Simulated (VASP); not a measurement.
**TiB2: single point with r2SCAN-based global hybrid with 35 % exact exchange**

The system is TiB2.

```
Ti B
1.0
     3.02920    0.00000    0.00000
    -1.51460    2.62336    0.00000
     0.00000    0.00000    3.22840
Ti B
1 2
Direct
  0.00000 0.00000 0.00000
  0.66667 0.33333 0.50000
  0.33333 0.66667 0.50000
```

```json
{
  "Program": "VASP 6.6.1",
  "Task": "single point",
  "Functional": "r2SCAN-based global hybrid with 35 % exact exchange",
  "Potentials or basis": "VASP PAW PBE potentials, release 64 (Ti_sv, B)",
  "Cutoff": "520 eV",
  "k mesh": "6 × 6 × 5",
  "Occupations": "fermi-dirac, width 0.05 eV",
  "Spin": "no spin polarisation",
  "Dipole correction": "no",
  "Grid for exact exchange (PRECFOCK)": "Normal",
  "Share of exact exchange": "0.35",
  "Further INCAR settings": "ALGO = Normal; EDIFF = 1e-06; NBANDS = 16"
}
```

| Quantity | Value |
| --- | --- |
| Pressure | -7.0 GPa |
| Band gap on the k mesh | zero (bands 9 and 10 overlap by 0.26 eV) |

Stress tensor (GPa, compression positive):
```
-6.45  0.00  0.00
 0.00 -6.45  0.00
 0.00  0.00 -8.03
```

Levels at points of the mesh, in eV from the Fermi level:
```tsv
k point	band 7	band 8	band 9	band 10	band 11	band 12
(0.00, 0.00, 0.00)	-4.40	-4.21	-3.67	3.03	3.03	5.01
(0.50, 0.00, 0.00)	-5.28	-5.08	-3.85	2.25	4.04	4.05
```

Wall time 18 min on 1 thread of Intel(R) Xeon(R) Platinum 8488C (Sapphire Rapids) (shared host), peak memory 0.16 GiB.

Caveat: the k points lie up to 0.40 Å⁻¹ apart; the PAW data sets were made with another functional, which shifts forces and pressure a little.
